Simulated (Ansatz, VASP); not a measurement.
Sc in VASP and in Ansatz

```
Sc
1.0
     3.05077    0.00000    0.00000
     0.00000    3.05077    0.00000
     0.00000    0.00000    3.05077
Sc
1
Direct
  0.00000 0.00000 0.00000
```

Alike in both runs: task single point; functional PBE; k mesh 12 × 12 × 12; occupations fermi-dirac, width 0.1 eV; no spin polarisation.

```csv
,VASP,Ansatz
version,VASP 6.6.1,Ansatz 0.2.0
potentials or method,"VASP PAW PBE potentials, release 64 (Sc_sv), cutoff 520 eV","plane waves (420 eV) with PAW, scalar-relativistic"
valence electrons in the cell,11,11
```

```csv
,VASP,Ansatz,Ansatz less VASP
pressure (GPa),-2.4,-2.4,0.00
```
